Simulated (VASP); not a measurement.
# HC6 in VASP: notebook

The runs below take HC6 through single point, with LDA.

Program: VASP 6.6.1. These are calculated values, not measurements. Logs are shortened: lines on timing, memory, paths and dates and some standing lists are left out, and cuts for length are marked.

## (1) The cell of the first run

The cell holds a wire or tube with vacuum around it, 14 atoms: a = 4.889 Å, b = 8.869 Å, c = 22.747 Å, α = 90.00°, β = 90.00°, γ = 97.92°.

## (2) Single point, LDA

File INCAR:

```
PREC = Accurate
ENCUT = 520
EDIFF = 1E-6
ISMEAR = 0
SIGMA = 0.1
LREAL = False
LASPH = True
NELM = 100
ALGO = Normal
ISIF = 2
LWAVE = False
LCHARG = False
LDIPOL = True
IDIPOL = 3
DIPOL = 0.5 0.5 0.312
NBANDS = 38
```

File KPOINTS:

```
Automatic mesh
0
Gamma
  6 3 1
```

File POSCAR:

```
HC6
1.0
    4.8889075235      0.0000000000      0.0000000000
   -1.2222268809      8.7842777898      0.0000000000
    0.0000000000      0.0000000000     22.7472999250
C H
12 2
Direct
    0.0193593843      0.0774375370      0.1758450459
    0.5193593842      0.0774375370      0.1758450459
    0.2741992303      0.0967969212      0.2059521363
    0.7741992303      0.0967969212      0.2059521363
    0.2838789224      0.1355156897      0.2661663168
    0.7838789224      0.1355156897      0.2661663168
    0.0386178296      0.1544718076      0.2954947895
    0.5386178296      0.1544718076      0.2954947895
    0.0488209147      0.1952857701      0.3583563417
    0.5488209147      0.1952857701      0.3583563417
    0.3031079910      0.2124325380      0.3845423393
    0.8031079910      0.2124325380      0.3845423393
    0.0488209147      0.1434755077      0.4988416191
    0.0488209147      0.2470960325      0.4988416191
```

Potentials or basis: VASP PAW LDA potentials, release 64 (C, H).

Run with:

```sh
> cat potpaw_LDA.64/C/POTCAR potpaw_LDA.64/H/POTCAR > POTCAR
> mpirun -np 1 vasp_std > vasp.out
```

OUTCAR:

```text
PREC = Accurate
   ENCUT = 520
   EDIFF = 1E-6
   ISMEAR = 0
   LREAL = False
   LASPH = True
   NELM = 100
   ISIF = 2

 ion  position               nearest neighbor table
   1  0.019  0.077  0.176-   3 1.41   4 1.41
   2  0.519  0.077  0.176-   3 1.41   4 1.41
   3  0.274  0.097  0.206-   5 1.41   1 1.41   2 1.41
   4  0.774  0.097  0.206-   6 1.41   2 1.41   1 1.41
   5  0.284  0.136  0.266-   8 1.40   7 1.40   3 1.41
   6  0.784  0.136  0.266-   7 1.40   8 1.40   4 1.41
   7  0.039  0.154  0.295-   6 1.40   5 1.40   9 1.47
   8  0.539  0.154  0.295-   5 1.40   6 1.40  10 1.47
   9  0.049  0.195  0.358-  12 1.37  11 1.37   7 1.47
  10  0.549  0.195  0.358-  11 1.37  12 1.37   8 1.47
  11  0.303  0.212  0.385-  10 1.37   9 1.37
  12  0.803  0.212  0.385-   9 1.37  10 1.37
  13  0.049  0.143  0.499-
  14  0.049  0.247  0.499-

  LATTYP: Found a simple monoclinic cell.
 ALAT       =     4.8889075235
 B/A-ratio  =     4.6528390680
 C/A-ratio  =     1.8140861245
 COS(beta)  =    -0.1378104361

  Lattice vectors:

 A1 = (   4.8889075235,   0.0000000000,   0.0000000000)
 A2 = (   0.0000000000,   0.0000000000, -22.7472999250)
 A3 = (  -1.2222268809,   8.7842777898,   0.0000000000)

Analysis of symmetry for initial positions (statically):
=====================================================================
 Subroutine PRICEL returns:
 Original cell was already a primitive cell.

 Routine SETGRP: Setting up the symmetry group for a
 simple monoclinic supercell.

 Subroutine GETGRP returns: Found  1 space group operations
 (whereof  1 operations were pure point group operations)
 out of a pool of  4 trial point group operations.

The static configuration has the point symmetry C_1 .

Analysis of symmetry for dynamics (positions and initial velocities):
=====================================================================
 Subroutine PRICEL returns:
 Original cell was already a primitive cell.

 Routine SETGRP: Setting up the symmetry group for a
 simple monoclinic supercell.

 Subroutine GETGRP returns: Found  1 space group operations
 (whereof  1 operations were pure point group operations)
 out of a pool of  4 trial point group operations.

The dynamic configuration has the point symmetry C_1 .

 Subroutine INISYM returns: Found  1 space group operations
 (whereof  1 operations are pure point group operations),
 and found     1 'primitive' translations

----------------------------------------------------------------------------------------

                                     Primitive cell

  volume of cell :     976.8947

  direct lattice vectors                    reciprocal lattice vectors
     4.888907524  0.000000000  0.000000000     0.204544675  0.028459938  0.000000000
    -1.222226881  8.784277790  0.000000000     0.000000000  0.113839751  0.000000000
     0.000000000  0.000000000 22.747299925     0.000000000  0.000000000  0.043961261

  length of vectors
     4.888907524  8.868899302 22.747299925     0.206515113  0.113839751  0.043961261

  position of ions in fractional coordinates (direct lattice)
     0.019359384  0.077437537  0.175845046
     0.519359384  0.077437537  0.175845046
     0.274199230  0.096796921  0.205952136
     0.774199230  0.096796921  0.205952136
     0.283878922  0.135515690  0.266166317
     0.783878922  0.135515690  0.266166317
     0.038617830  0.154471808  0.295494789
     0.538617830  0.154471808  0.295494789
     0.048820915  0.195285770  0.358356342
     0.548820915  0.195285770  0.358356342
     0.303107991  0.212432538  0.384542339
     0.803107991  0.212432538  0.384542339
     0.048820915  0.143475508  0.498841619
     0.048820915  0.247096032  0.498841619

  ion indices of the primitive-cell ions
   primitive index   ion index
                 1           1
                 2           2
                 3           3
                 4           4
                 5           5
                 6           6
                 7           7
                 8           8
                 9           9
                10          10
                11          11
                12          12
                13          13
                14          14

----------------------------------------------------------------------------------------

 KPOINTS: Automatic mesh

Automatic generation of k-mesh.
 Grid dimensions read from file:
 generate k-points for:    6    3    1

 Generating k-lattice:

  Cartesian coordinates                     Fractional coordinates (reciprocal lattice)
     0.034090779  0.004743323  0.000000000     0.166666667  0.000000000  0.000000000
     0.000000000  0.037946584  0.000000000     0.000000000  0.333333333  0.000000000
     0.000000000  0.000000000  0.043961261     0.000000000  0.000000000  1.000000000

  Length of vectors
     0.034419186  0.037946584  0.043961261

  Shift w.r.t. Gamma in fractional coordinates (k-lattice)
     0.000000000  0.000000000  0.000000000

 Subroutine IBZKPT returns following result:
 ===========================================

 Found     10 irreducible k-points:

 Following reciprocal coordinates:
            Coordinates               Weight
  0.000000  0.000000  0.000000      1.000000
  0.166667 -0.000000  0.000000      2.000000
  0.333333 -0.000000  0.000000      2.000000
  0.500000  0.000000  0.000000      1.000000
  0.000000  0.333333  0.000000      2.000000
  0.166667  0.333333  0.000000      2.000000
  0.333333  0.333333  0.000000      2.000000
  0.500000  0.333333  0.000000      2.000000
 -0.333333  0.333333  0.000000      2.000000
 -0.166667  0.333333  0.000000      2.000000
   k-points           NKPTS =     10   k-points in BZ     NKDIM =     10   number of bands    NBANDS=     38
   number of dos      NEDOS =    301   number of ions     NIONS =     14
   total plane-waves  NPLWV = 453600
   dimension x,y,z NGX =    36 NGY =   70 NGZ =  180
   dimension x,y,z NGXF=    72 NGYF=  140 NGZF=  360
   ions per type =              12   2
   NGX,Y,Z   is equivalent  to a cutoff of  12.24, 13.12, 13.16 a.u.
   NGXF,Y,Z  is equivalent  to a cutoff of  24.48, 26.24, 26.31 a.u.
 SYSTEM =  unknown system
   PREC   = accura    normal or accurate (medium, high low for compatibility)
   ISTART =      0    job   : 0-new  1-cont  2-samecut
   ICHARG =      2    charge: 1-file 2-atom 10-const
   ISPIN  =      1    spin polarized calculation?
   LNONCOLLINEAR =      F non collinear calculations
   LSORBIT =      F    spin-orbit coupling
   LASPH  =      T    aspherical Exc in radial PAW
   ENCUT  =  520.0 eV  38.22 Ry    6.18 a.u.   9.09 16.49 42.29*2*pi/ulx,y,z
   NELM   =    100;   NELMIN=  2; NELMDL= -5     # of ELM steps
   EDIFF  = 0.1E-05   stopping-criterion for ELM
   LREAL  =      F    real-space projection
   EDIFFG = 0.1E-04   stopping-criterion for IOM
   NSW    =      0    number of steps for IOM
   IBRION =     -1    ionic relax: 0-MD 1-quasi-New 2-CG
   NFREE  =      0    steps in history (QN), initial steepest desc. (CG)
   ISIF   =      2    stress and relaxation
   ISYM   =      2    0-nonsym 1-usesym 2-fastsym
   POTIM  = 0.5000    time-step for ionic-motion
   TEBEG  =    0.0;   TEEND  =   0.0 temperature during run
   PSTRESS=    0.0 pullay stress
   NELECT =      50.0000    total number of electrons
   NUPDOWN=      -1.0000    fix difference up-down
   EMIN   =  10.00;   EMAX   =-10.00  energy-range for DOS
   EFERMI =   0.00;   METHOD = LEGACY
   ISMEAR =     0;   SIGMA  =   0.10  broadening in eV -4-tet -1-fermi 0-gaus
   EFERMI_NEDOS =   21; number of points for ismear=-14 and -15
   IALGO  =     38    algorithm
   IMIX   =      4    mixing-type and parameters
     AMIX     =   0.40;   BMIX     =  1.00
     AMIX_MAG =   1.60;   BMIX_MAG =  1.00
  volume/ion in A,a.u.               =      69.78       470.89
  Fermi-wavevector in a.u.,A,eV,Ry     =   0.607830  1.148632  5.026775  0.369458
  Thomas-Fermi vector in A             =   1.662436
   LORBIT       =      0    0 simple, 1 ext, 2 COOP (PROOUT), +10 PAW based schemes
   GGA     = CA    functional components
   LHFCALC =     F    Hartree Fock is set to
   AEXX    =    0.0000 exact exchange contribution
   IVDW    =     0    specifies the selected vdW correction
   LEPSILON=     F    determine dielectric tensor
   LRPA    =     F    only Hartree local field effects (RPA)
 non-spin polarized calculation
 Gauss-broadening in eV      SIGMA  =   0.10
  energy-cutoff  :      520.00
  volume of cell :      976.89
 maximum number of plane-waves:     26370
   NGX = 19   NGY = 33   NGZ = 85

 dipolmoment           0.000000      0.000000      0.110541 electrons x Angstroem

 number of electron      49.9999997 magnetization

 dipolmoment           0.000000      0.000000     -0.170251 electrons x Angstroem

 Free energy of the ion-electron system (eV)
  ---------------------------------------------------
  ext. energy  EPLUGINS =         0.00000000
  ---------------------------------------------------
  free energy    TOTEN  =      -113.59509277 eV

  energy without entropy =     -113.53739701  energy(sigma->0) =     -113.56624489

 E-fermi :  -4.7792     XC(G=0):  -1.9943

 val. band max:       -4.8161764627   @ k =   0.5000   0.3333   0.0000
 cond. band min:      -4.7481925103   @ k =   0.5000   0.0000   0.0000
 fundamental gap:      0.0679839524
 Fermi energy:        -4.7792442471

 k-point     1 :       0.0000    0.0000    0.0000
  band No.  band energies     occupation
      1     -23.5128      2.00000
      2     -21.7943      2.00000
      3     -19.3477      2.00000
      4     -19.2851      2.00000
      5     -19.2513      2.00000
      6     -17.6731      2.00000
[... 389 lines left out ...]
     36       1.3119      0.00000
     37       1.9519      0.00000
 [bands above 37 left out]

------------------------ aborting loop because EDIFF is reached ----------------------------------------

 vacuum level on the upper side and lower side of the slab       (xc-potential included)        -0.385         0.325

  FORCE on cell =-STRESS in cart. coord.  units (eV):
  Direction    XX          YY          ZZ          XY          YZ          ZX
  --------------------------------------------------------------------------------------
  -------------------------------------------------------------------------------------
  Total        0.4713520     -2.6381046      1.8665761      0.3535923      0.6469571     -0.0055098
  in kB        0.7730511     -4.3266807      3.0613187      0.5799167      1.0610561     -0.0090365
  external PRESSURE =      -0.1641037 kB  Pullay stress =       0.0000000 kB

 VOLUME and BASIS-vectors are now :
 -----------------------------------------------------------------------------
  energy-cutoff  :      520.00
  volume of cell :      976.89
      direct lattice vectors                 reciprocal lattice vectors
     4.888907524  0.000000000  0.000000000     0.204544675  0.028459938  0.000000000
    -1.222226881  8.784277790  0.000000000     0.000000000  0.113839751  0.000000000
     0.000000000  0.000000000 22.747299925     0.000000000  0.000000000  0.043961261

 POSITION                                       TOTAL-FORCE (eV/Angst)
 -----------------------------------------------------------------------------------
      0.00000      0.68023      4.00000        -0.000891      0.404776      1.652185
      2.44445      0.68023      4.00000         0.000580      0.401494      1.613177
      1.22223      0.85029      4.68486         0.019500     -0.804917     -3.218164
      3.66668      0.85029      4.68486        -0.019190     -0.804992     -3.217496
      1.22223      1.19041      6.05457         0.075283      0.366482      1.460949
      3.66668      1.19041      6.05457        -0.075592      0.366868      1.462122
     -0.00000      1.35692      6.72171         0.001142      0.056620      0.131997
      2.44445      1.35692      6.72171        -0.000793      0.001901     -0.010699
     -0.00000      1.71544      8.15164         0.000146      0.103686      0.416711
      2.44445      1.71544      8.15164         0.000067     -0.102939     -0.440072
      1.22223      1.86607      8.74730         0.331534     -0.011156      0.172196
      3.66668      1.86607      8.74730        -0.329715      0.008531      0.186573
      0.06332      1.26033     11.34730        -0.390201      2.984427     -0.072819
     -0.06333      2.17056     11.34730         0.388130     -2.970782     -0.136659
 -----------------------------------------------------------------------------------
    total drift:                                0.000535      0.000317     -0.000085

  FREE ENERGIE OF THE ION-ELECTRON SYSTEM (eV)
  ---------------------------------------------------
  free  energy   TOTEN  =      -113.5950927654 eV

  energy  without entropy=     -113.5373970135  energy(sigma->0) =     -113.56624489

 vacuum level on the upper side and lower side of the slab         0.893         1.616
```

Wall time 8.6 min (1 thread of Intel Xeon 6975P-C (Granite Rapids), shared host); peak memory 0.77 GiB.

What came out:

```yaml
Free_energy: -113.5951 eV
Largest_force: 3.317 eV/Å
Band_gap_on_the_k_mesh: 0.07 eV
```

Forces in eV/Å, atoms in the order of the input:
```
C   -0.001  0.405  1.652
C    0.001  0.401  1.613
C    0.019 -0.805 -3.218
C   -0.019 -0.805 -3.217
C    0.075  0.366  1.461
C   -0.076  0.367  1.462
C    0.001  0.057  0.132
C   -0.001  0.002 -0.011
C    0.000  0.104  0.417
C    0.000 -0.103 -0.440
C    0.332 -0.011  0.172
C   -0.330  0.009  0.187
H   -0.390  2.984 -0.073
H    0.388 -2.971 -0.137
```

## (3) Single point, LDA

File INCAR:

```
  PREC = Accurate
  ENCUT = 520
  EDIFF = 1E-7
  ISMEAR = 0
  SIGMA = 0.1
  LREAL = False
  LASPH = True
  NELM = 100
  ALGO = Normal
  ISIF = 2
  LWAVE = False
  LCHARG = False
  LDIPOL = True
  IDIPOL = 3
  DIPOL = 0.5 0.5 0.318
  NBANDS = 38
```

KPOINTS is that of step 2.

POSCAR: that of step 2 with these lines changed.

```diff
@@ -20,3 +20,3 @@
     0.8031079910      0.2124325380      0.3845423393
-    0.0488209147      0.1434755077      0.4988416191
-    0.0488209147      0.2470960325      0.4988416191
+    0.0488209147      0.1434755077      0.5428028806
+    0.0488209147      0.2470960325      0.5428028806
```

Potentials or basis: VASP PAW LDA potentials, release 64 (C, H).

Run with:

```sh
> cat potpaw_LDA.64/C/POTCAR potpaw_LDA.64/H/POTCAR > POTCAR
> mpirun -np 1 vasp_std > vasp.out
```

Wall time 11 min (1 thread of Intel Xeon 6975P-C (Granite Rapids), shared host); peak memory 0.78 GiB.

Results (log left out):

* Free energy: -113.4922 eV
* Largest force: 3.390 eV/Å
* Band gap on the k mesh: 0.10 eV

Forces on the atoms (eV/Å):
```
C    0.000  0.414  1.691
C    0.000  0.413  1.688
C    0.001 -0.816 -3.290
C   -0.001 -0.816 -3.290
C    0.005  0.378  1.503
C   -0.005  0.378  1.503
C    0.000  0.006  0.024
C    0.000  0.004  0.015
C    0.000  0.008  0.032
C    0.000 -0.005 -0.024
C    0.019  0.018  0.094
C   -0.019  0.020  0.096
H   -0.430  3.113 -0.014
H    0.429 -3.113 -0.029
```

Levels at points of the mesh, in eV from the valence-band top:
| k point | band 21 | band 22 | band 23 | band 24 | band 25 | band 26 | band 27 | band 28 | band 29 | band 30 |
| --- | --- | --- | --- | --- | --- | --- | --- | --- | --- | --- |
| (0.00, 0.00, 0.00) | -2.16 | -2.10 | -0.35 | -0.32 | -0.18 | 0.50 | 0.62 | 0.91 | 2.39 | 2.87 |
| (0.50, 0.00, 0.00) | -3.43 | -1.70 | -1.70 | 0.00 | 0.00 | 0.10 | 0.10 | 3.01 | 3.01 | 5.68 |

## (4) Single point, LDA

File INCAR:

```
SYSTEM = HC6
PREC = Accurate
ENCUT = 520
EDIFF = 1E-6
ISMEAR = 0
SIGMA = 0.1
LREAL = .False.
LASPH = .True.
NELM = 80
ALGO = Normal
ISIF = 2
LWAVE = .False.
LCHARG = .False.
LDIPOL = .True.
IDIPOL = 3
DIPOL = 0.5 0.5 0.305
GGA = CA
NBANDS = 38
```

File KPOINTS:

```
regular mesh
0
Gamma
  6 3 1
  0 0 0
```

POSCAR: that of step 3 with these lines changed.

```diff
@@ -20,3 +20,3 @@
     0.8031079910      0.2124325380      0.3845423393
-    0.0488209147      0.1434755077      0.5428028806
-    0.0488209147      0.2470960325      0.5428028806
+    0.0488209147      0.1110024814      0.4465277179
+    0.0488209147      0.2795690587      0.4465277179
```

Run with:

```sh
> cat potpaw_LDA.64/C/POTCAR potpaw_LDA.64/H/POTCAR > POTCAR
> mpirun -np 1 vasp_std > vasp.out
```

Wall time 14 min (1 thread of Intel Xeon Platinum 8488C (Sapphire Rapids), shared host); peak memory 0.78 GiB.

Results (log left out):

```yaml
Free_energy: -112.5192 eV
Largest_force: 3.264 eV/Å
Band_gap_on_the_k_mesh: 0.03 eV
```

Forces on the atoms (eV/Å):
```
C   -0.013  0.382  1.847
C    0.020  0.563  1.748
C    0.049 -0.813 -3.108
C   -0.059 -0.862 -3.147
C    0.155  0.195  0.981
C   -0.147  0.269  1.038
C    0.014  0.622  0.909
C   -0.013  0.207  0.486
C   -0.085 -0.559 -2.550
C    0.112 -0.291 -0.968
C   -0.821 -0.660  2.081
C    0.963  0.512  2.237
H    0.726  2.768 -0.585
H   -0.903 -2.333 -0.969
```

Levels at points of the mesh, in eV from the valence-band top:
```
           k point  band 22  band 23  band 24  band 25  band 26  band 27  band 28  band 29
(0.00, 0.00, 0.00)    -2.23    -1.27    -0.20    -0.04     0.09     0.67     0.92     2.16
(0.50, 0.00, 0.00)    -1.96    -1.81    -0.83     0.00     0.03     0.93     2.10     2.86
```

(Continued in part 2 of 2.)
